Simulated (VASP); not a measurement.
# H7Rh2 (P6/mmm) in VASP: a series of runs

H7Rh2 is run at these levels: PBE; tasks: single point.

Everything below comes from runs of VASP 6.6.1. Logs are shortened: lines on timing, memory, paths and dates and some standing lists are left out, and cuts for length are marked.

## (1) The cell of the first run

Symmetry: P6/mmm, No. 191, hexagonal system. The conventional cell has a = 4.218 Å, b = 4.218 Å, c = 4.503 Å, α = 90.00°, β = 90.00°, γ = 120.00°. Within 1.2 Å of H (site symmetry 3m) lie 1 H at 0.88 Å. H (site symmetry 6mm) has 1 H at 0.95 Å within 1.3 Å. H (site symmetry 6/mmm) has 2 H at 0.95 Å within 1.3 Å. Within 2.5 Å of Rh (site symmetry -6m2) lie 2 H at 1.81 Å and 3 Rh at 2.44 Å.

The cell was generated, and may not be a known phase.

## (2) Single point, PBE

File INCAR:

```
ALGO = Normal ; EDIFF = 1E-7
ENCUT = 520 ; GGA = PE
ISIF = 2 ; ISMEAR = 0
LASPH = True ; LCHARG = False
LREAL = False ; LWAVE = False
NBANDS = 28 ; NELM = 60
PREC = Accurate ; SIGMA = 0.1
```

File KPOINTS:

```
k-points
0
Gamma
  6 6 4
```

File POSCAR:

```
H7Rh2
1.0
    4.2183245363     -0.0000000030      0.0000000000
   -2.1091622655      3.6531762114      0.0000000000
    0.0000000000      0.0000000000      4.5027024223
H Rh
7 2
Direct
    0.3333333333      0.6666666667      0.0972419422
    0.3333333333      0.6666666667      0.9027580578
    0.6666666667      0.3333333333      0.9027580578
    0.6666666667      0.3333333333      0.0972419422
    0.0000000000      0.0000000000      0.7893032358
    0.0000000000      0.0000000000      0.2106967642
    0.0000000000      0.0000000000      0.0000000000
    0.3333333333      0.6666666667      0.5000000000
    0.6666666667      0.3333333333      0.5000000000
```

Potentials or basis: VASP PAW PBE potentials, release 64 (H, Rh_pv).

The run is started by

```bash
> cat potpaw_PBE.64/H/POTCAR potpaw_PBE.64/Rh_pv/POTCAR > POTCAR
> mpirun -np 1 vasp_std > vasp.out
```

OUTCAR:

```text
EDIFF = 1E-7
   ENCUT = 520
   GGA = PE
   ISIF = 2
   ISMEAR = 0
   LASPH = True
   LREAL = False
   NELM = 60
   PREC = Accurate

 ion  position               nearest neighbor table
   1  0.333  0.667  0.097-   2 0.88   8 1.81
   2  0.333  0.667  0.903-   1 0.88   8 1.81
   3  0.667  0.333  0.903-   4 0.88   9 1.81
   4  0.667  0.333  0.097-   3 0.88   9 1.81
   5  0.000  0.000  0.789-
   6  0.000  0.000  0.211-
   7  0.000  0.000  0.000-
   8  0.333  0.667  0.500-   1 1.81   2 1.81   9 2.44   9 2.44   9 2.44
   9  0.667  0.333  0.500-   3 1.81   4 1.81   8 2.44   8 2.44   8 2.44

  LATTYP: Found a hexagonal cell.
 ALAT       =     4.2183245363
 C/A-ratio  =     1.0674148903

  Lattice vectors:

 A1 = (   4.2183245363,  -0.0000000030,   0.0000000000)
 A2 = (  -2.1091622655,   3.6531762114,   0.0000000000)
 A3 = (   0.0000000000,   0.0000000000,   4.5027024223)

Analysis of symmetry for initial positions (statically):
=====================================================================
 Subroutine PRICEL returns:
 Original cell was already a primitive cell.

 Routine SETGRP: Setting up the symmetry group for a
 hexagonal supercell.

 Subroutine GETGRP returns: Found 24 space group operations
 (whereof 24 operations were pure point group operations)
 out of a pool of 24 trial point group operations.

The static configuration has the point symmetry D_6h.

Analysis of symmetry for dynamics (positions and initial velocities):
=====================================================================
 Subroutine PRICEL returns:
 Original cell was already a primitive cell.

 Routine SETGRP: Setting up the symmetry group for a
 hexagonal supercell.

 Subroutine GETGRP returns: Found 24 space group operations
 (whereof 24 operations were pure point group operations)
 out of a pool of 24 trial point group operations.

The dynamic configuration has the point symmetry D_6h.

 Subroutine INISYM returns: Found 24 space group operations
 (whereof 24 operations are pure point group operations),
 and found     1 'primitive' translations

----------------------------------------------------------------------------------------

                                     Primitive cell

  volume of cell :      69.3879

  direct lattice vectors                    reciprocal lattice vectors
     4.218324536 -0.000000003  0.000000000     0.237060945  0.136867200  0.000000000
    -2.109162266  3.653176211  0.000000000     0.000000000  0.273734401  0.000000000
     0.000000000  0.000000000  4.502702422     0.000000000  0.000000000  0.222088849

  length of vectors
     4.218324536  4.218324536  4.502702422     0.273734401  0.273734401  0.222088849

  position of ions in fractional coordinates (direct lattice)
     0.333333333  0.666666667  0.097241942
     0.333333333  0.666666667  0.902758058
     0.666666667  0.333333333  0.902758058
     0.666666667  0.333333333  0.097241942
     0.000000000  0.000000000  0.789303236
     0.000000000  0.000000000  0.210696764
     0.000000000  0.000000000  0.000000000
     0.333333333  0.666666667  0.500000000
     0.666666667  0.333333333  0.500000000

  ion indices of the primitive-cell ions
   primitive index   ion index
                 1           1
                 2           2
                 3           3
                 4           4
                 5           5
                 6           6
                 7           7
                 8           8
                 9           9

----------------------------------------------------------------------------------------

 KPOINTS: k-points

Automatic generation of k-mesh.
 Grid dimensions read from file:
 generate k-points for:    6    6    4

 Generating k-lattice:

  Cartesian coordinates                     Fractional coordinates (reciprocal lattice)
     0.039510157  0.022811200  0.000000000     0.166666667 -0.000000000  0.000000000
     0.000000000  0.045622400  0.000000000     0.000000000  0.166666667  0.000000000
     0.000000000  0.000000000  0.055522212     0.000000000  0.000000000  0.250000000

  Length of vectors
     0.045622400  0.045622400  0.055522212

  Shift w.r.t. Gamma in fractional coordinates (k-lattice)
     0.000000000  0.000000000  0.000000000

 Subroutine IBZKPT returns following result:
 ===========================================

 Found     21 irreducible k-points:

 Following reciprocal coordinates:
            Coordinates               Weight
  0.000000  0.000000  0.000000      1.000000
  0.166667  0.000000  0.000000      6.000000
  0.333333  0.000000  0.000000      6.000000
  0.500000  0.000000  0.000000      3.000000
  0.166667  0.166667  0.000000      6.000000
  0.333333  0.166667  0.000000     12.000000
[... 13 lines left out ...]
  0.333333  0.166667  0.500000     12.000000
  0.333333  0.333333  0.500000      2.000000
   k-points           NKPTS =     21   k-points in BZ     NKDIM =     21   number of bands    NBANDS=     28
   number of dos      NEDOS =    301   number of ions     NIONS =      9
   total plane-waves  NPLWV =  36864
   dimension x,y,z NGX =    32 NGY =   32 NGZ =   36
   dimension x,y,z NGXF=    64 NGYF=   64 NGZF=   72
   ions per type =               7   2
   NGX,Y,Z   is equivalent  to a cutoff of  12.61, 12.61, 13.29 a.u.
   NGXF,Y,Z  is equivalent  to a cutoff of  25.22, 25.22, 26.58 a.u.
 SYSTEM =  unknown system
   PREC   = accura    normal or accurate (medium, high low for compatibility)
   ISTART =      0    job   : 0-new  1-cont  2-samecut
   ICHARG =      2    charge: 1-file 2-atom 10-const
   ISPIN  =      1    spin polarized calculation?
   LNONCOLLINEAR =      F non collinear calculations
   LSORBIT =      F    spin-orbit coupling
   LASPH  =      T    aspherical Exc in radial PAW
   ENCUT  =  520.0 eV  38.22 Ry    6.18 a.u.   7.84  7.84  8.37*2*pi/ulx,y,z
   NELM   =     60;   NELMIN=  2; NELMDL= -5     # of ELM steps
   EDIFF  = 0.1E-06   stopping-criterion for ELM
   LREAL  =      F    real-space projection
   EDIFFG = 0.1E-05   stopping-criterion for IOM
   NSW    =      0    number of steps for IOM
   IBRION =     -1    ionic relax: 0-MD 1-quasi-New 2-CG
   NFREE  =      0    steps in history (QN), initial steepest desc. (CG)
   ISIF   =      2    stress and relaxation
   ISYM   =      2    0-nonsym 1-usesym 2-fastsym
   POTIM  = 0.5000    time-step for ionic-motion
   TEBEG  =    0.0;   TEEND  =   0.0 temperature during run
   PSTRESS=    0.0 pullay stress
   NELECT =      37.0000    total number of electrons
   NUPDOWN=      -1.0000    fix difference up-down
   EMIN   =  10.00;   EMAX   =-10.00  energy-range for DOS
   EFERMI =   0.00;   METHOD = LEGACY
   ISMEAR =     0;   SIGMA  =   0.10  broadening in eV -4-tet -1-fermi 0-gaus
   EFERMI_NEDOS =   21; number of points for ismear=-14 and -15
   IALGO  =     38    algorithm
   IMIX   =      4    mixing-type and parameters
     AMIX     =   0.40;   BMIX     =  1.00
     AMIX_MAG =   1.60;   BMIX_MAG =  1.00
  volume/ion in A,a.u.               =       7.71        52.03
  Fermi-wavevector in a.u.,A,eV,Ry     =   1.327540  2.508686 23.978379  1.762361
  Thomas-Fermi vector in A             =   2.456844
   LORBIT       =      0    0 simple, 1 ext, 2 COOP (PROOUT), +10 PAW based schemes
   GGA     = PE    functional components
   LHFCALC =     F    Hartree Fock is set to
   AEXX    =    0.0000 exact exchange contribution
   IVDW    =     0    specifies the selected vdW correction
   LEPSILON=     F    determine dielectric tensor
   LRPA    =     F    only Hartree local field effects (RPA)
 non-spin polarized calculation
 Gauss-broadening in eV      SIGMA  =   0.10
  energy-cutoff  :      520.00
  volume of cell :       69.39
 maximum number of plane-waves:      1895
 NGX is ok and might be reduce to    32
   NGX = 15   NGY = 15   NGZ = 17

 number of electron      36.9999991 magnetization

 Free energy of the ion-electron system (eV)
  ---------------------------------------------------
  ext. energy  EPLUGINS =         0.00000000
  ---------------------------------------------------
  free energy    TOTEN  =       -33.38873372 eV

  energy without entropy =      -33.35136267  energy(sigma->0) =      -33.37004820

 E-fermi :   3.6005     XC(G=0): -10.4170

 val. band max:        3.5983342302   @ k =   0.5000   0.0000   0.0000
 cond. band min:       3.6128898221   @ k =   0.1667   0.0000   0.2500
 fundamental gap:      0.0145555919
 Fermi energy:         3.6005421490

 k-point     1 :       0.0000    0.0000    0.0000
  band No.  band energies     occupation
      1     -42.8895      2.00000
      2     -42.8895      2.00000
      3     -42.4282      2.00000
      4     -42.2649      2.00000
      5     -42.2292      2.00000
      6     -42.2292      2.00000
[... 20 lines left out ...]
     27      11.7581      0.00000
     28      13.2798      0.00000

 k-point     2 :       0.1667    0.0000    0.0000
  band No.  band energies     occupation
      1     -42.9032      2.00000
      2     -42.8573      2.00000
      3     -42.4186      2.00000
      4     -42.2746      2.00000
      5     -42.2626      2.00000
      6     -42.2146      2.00000
[... 20 lines left out ...]
     27      13.4919      0.00000
     28      13.7148      0.00000

 k-point     3 :       0.3333    0.0000    0.0000
  band No.  band energies     occupation
      1     -42.9288      2.00000
      2     -42.7786      2.00000
      3     -42.3939      2.00000
      4     -42.3439      2.00000
      5     -42.2995      2.00000
      6     -42.1870      2.00000
[... 523 lines left out ...]
      3     -42.4273      2.00000
      4     -42.3755      2.00000
      5     -42.3209      2.00000
      6     -42.1628      2.00000
[... 20 lines left out ...]
     27      14.8348      0.00000
     28      15.1349      0.00000

 k-point    21 :       0.3333    0.3333    0.5000
  band No.  band energies     occupation
      1     -42.9674      2.00000
      2     -42.5622      2.00000
      3     -42.5622      2.00000
      4     -42.3482      2.00000
      5     -42.3482      2.00000
      6     -42.1468      2.00000
[... 20 lines left out ...]
     27      14.6216      0.00000
     28      16.3692      0.00000

------------------------ aborting loop because EDIFF is reached ----------------------------------------

  FORCE on cell =-STRESS in cart. coord.  units (eV):
  Direction    XX          YY          ZZ          XY          YZ          ZX
  --------------------------------------------------------------------------------------
  -------------------------------------------------------------------------------------
  Total       -0.0718415     -0.0718415     -0.1738789     -0.0000000     -0.0000000      0.0000000
  in kB       -1.6588318     -1.6588318     -4.0148893     -0.0000000     -0.0000000      0.0000000
  external PRESSURE =      -2.4441843 kB  Pullay stress =       0.0000000 kB

 VOLUME and BASIS-vectors are now :
 -----------------------------------------------------------------------------
  energy-cutoff  :      520.00
  volume of cell :       69.39
      direct lattice vectors                 reciprocal lattice vectors
     4.218324536 -0.000000003  0.000000000     0.237060945  0.136867200  0.000000000
    -2.109162266  3.653176211  0.000000000     0.000000000  0.273734401  0.000000000
     0.000000000  0.000000000  4.502702422     0.000000000  0.000000000  0.222088849

 POSITION                                       TOTAL-FORCE (eV/Angst)
 -----------------------------------------------------------------------------------
      0.00000      2.43545      0.43785         0.000000      0.000000     -0.005321
      0.00000      2.43545      4.06485         0.000000     -0.000000      0.005321
      2.10916      1.21773      4.06485        -0.000000      0.000000      0.005321
      2.10916      1.21773      0.43785        -0.000000      0.000000     -0.005321
      0.00000      0.00000      3.55400        -0.000000      0.000000     -0.000021
      0.00000      0.00000      0.94870        -0.000000      0.000000      0.000021
      0.00000      0.00000      0.00000        -0.000000      0.000000     -0.000000
      0.00000      2.43545      2.25135         0.000000     -0.000000     -0.000000
      2.10916      1.21773      2.25135        -0.000000      0.000000     -0.000000
 -----------------------------------------------------------------------------------
    total drift:                               -0.000000      0.000000      0.000000

  FREE ENERGIE OF THE ION-ELECTRON SYSTEM (eV)
  ---------------------------------------------------
  free  energy   TOTEN  =       -33.3887337187 eV

  energy  without entropy=      -33.3513626738  energy(sigma->0) =      -33.37004820
```

Run time: 38 s. Hardware: 1 thread of AMD EPYC 7R43 (Zen 3), shared host; peak memory 0.17 GiB.

Results:

* Free energy: -33.3887 eV
* Pressure: -0.2 GPa
* Largest force: 0.005 eV/Å
* Band gap on the k mesh: zero (an odd number of electrons rules out a gap without spin polarisation)

Forces on the atoms (eV/Å):
```
H    0.000  0.000 -0.005
H    0.000  0.000  0.005
H    0.000  0.000  0.005
H    0.000  0.000 -0.005
H    0.000  0.000  0.000
H    0.000  0.000  0.000
H    0.000  0.000  0.000
Rh   0.000  0.000  0.000
Rh   0.000  0.000  0.000
```

Levels at points of the mesh, in eV from the Fermi level:
| k point | band 15 | band 16 | band 17 | band 18 | band 19 | band 20 | band 21 | band 22 | band 23 | band 24 |
| --- | --- | --- | --- | --- | --- | --- | --- | --- | --- | --- |
| (0.00, 0.00, 0.00) | -2.14 | -2.14 | -1.66 | -0.47 | -0.47 | 1.99 | 2.41 | 4.13 | 6.86 | 6.86 |
| (0.50, 0.00, 0.00) | -1.30 | 0.00 | 0.09 | 0.33 | 0.88 | 1.21 | 3.27 | 3.28 | 3.33 | 4.22 |
| (0.00, 0.00, 0.50) | -2.29 | -2.09 | -2.09 | -1.72 | -0.58 | -0.58 | 2.32 | 8.01 | 8.98 | 8.98 |
| (0.50, 0.00, 0.50) | -2.47 | -2.28 | -2.04 | -0.90 | -0.04 | 0.33 | 1.85 | 4.47 | 5.00 | 7.34 |

Caveat: an odd number of electrons without spin polarisation forces a metal; a magnetic or distorted state may lie lower.

(Part 1 of 2 ends here.)

The gap in the log of VASP goes by the Fermi energy; the results here count the filled bands.